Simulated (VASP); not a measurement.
A run of VASP 6.6.1 is set up as follows.

POSCAR

```
Si16O
1.0
    0.0000000000      5.4300000000      5.4300000000
    5.4300000000      0.0000000000      5.4300000000
    5.4300000000      5.4300000000      0.0000000000
Si O
16 1
Direct
   -0.0049385820      0.0092312155     -0.0051969613
    0.1072262431      0.1545013812      0.1069940147
    0.0523058011     -0.0224643646      0.4777420810
    0.1332242173      0.1217168508      0.6217641805
    0.0109042357      0.5104745856      0.0110248619
    0.1351929098      0.6351717311      0.1353446593
   -0.0048442910      0.4947223757      0.5094291897
    0.1072069061      0.6066726519      0.6550067219
    0.4778308471     -0.0226286372      0.0522231123
    0.6220382136      0.1218126151      0.1326091160
    0.5095852670      0.0090130755      0.5089572744
    0.6332489871      0.1326475138      0.6332788214
    0.5092549724      0.4948507366     -0.0049803867
    0.6549081031      0.6066906077      0.1070406998
    0.4778681400      0.5521773481      0.4776767956
    0.6221596685      0.6326607735      0.6219771639
    0.3328482505      0.8322677716      0.3327635359
```

File INCAR.step1:

```
SYSTEM = Si16O
PREC     = Accurate       ! precision mode
ENCUT    = 520            ! plane-wave cutoff, eV
ISMEAR   = 0              ! smearing method
SIGMA    = 0.05           ! smearing width, eV
LREAL    = Auto         
LASPH    = .True.         ! aspherical terms in the spheres
NELM     = 150            ! most SCF steps
ISPIN    = 2              ! spin polarisation
MAGMOM   = 0 0 0 0 0 0 0 0 0 0 0 0 0 0 0 0 0 ! initial moments
NBANDS   = 53             ! bands
GGA      = PE             ! functional
ALGO     = Normal         ! electronic algorithm
EDIFF    = 1E-4           ! SCF threshold, eV
LWAVE    = .True.         ! write WAVECAR
LCHARG   = .False.        ! write CHGCAR
```

INCAR.step2

```
SYSTEM = Si16O
PREC     = Accurate       ! precision mode
ENCUT    = 520            ! plane-wave cutoff, eV
EDIFF    = 1E-7           ! SCF threshold, eV
ISMEAR   = 0              ! smearing method
SIGMA    = 0.05           ! smearing width, eV
LREAL    = Auto         
LASPH    = .True.         ! aspherical terms in the spheres
NELM     = 150            ! most SCF steps
ALGO     = Normal         ! electronic algorithm
ISIF     = 2              ! what is computed and relaxed
LWAVE    = .False.        ! write WAVECAR
LCHARG   = .True.         ! write CHGCAR
ISPIN    = 2              ! spin polarisation
MAGMOM   = 0 0 0 0 0 0 0 0 0 0 0 0 0 0 0 0 0 ! initial moments
LORBIT   = 11             ! projections on sites
METAGGA  = R2SCAN         ! meta-GGA
LMIXTAU  = .True.       
IVDW     = 12             ! dispersion correction
VDW_S6   = 1.0          
VDW_S8   = 0.78981345   
VDW_A1   = 0.49484001   
VDW_A2   = 5.73083694   
LELF     = .True.         ! ELF
LVHAR    = .True.       
NBANDS   = 53             ! bands
ISTART   = 1
```

The input KPOINTS:

```
Automatic mesh
0
Gamma
  2 2 2
  0 0 0
```

Potentials or basis: VASP PAW PBE potentials, release 64 (Si, O).

Run with:

```console
$ cat potpaw_PBE.64/Si/POTCAR potpaw_PBE.64/O/POTCAR > POTCAR
$ cp INCAR.step1 INCAR
$ mpirun -np 1 vasp_std > vasp.out
$ cp INCAR.step2 INCAR
$ mpirun -np 1 vasp_std > vasp.out
```

Problem. Predict the dispersion energy per atom.

Solution. -0.147 eV.

Problem. Estimate the net moment.

Solution. 0.00 μB per cell.

Problem. Predict the largest force.

Solution. 0.025 eV/Å.

Problem. What does it give for the pressure?

Solution. 1.6 GPa.

Stress tensor (GPa, compression positive):
```
1.57 0.14 0.14
0.14 1.57 0.14
0.14 0.14 1.56
```

Caveat: the k points lie up to 0.50 Å⁻¹ apart; the PAW data sets were made with another functional, which shifts forces and pressure a little.
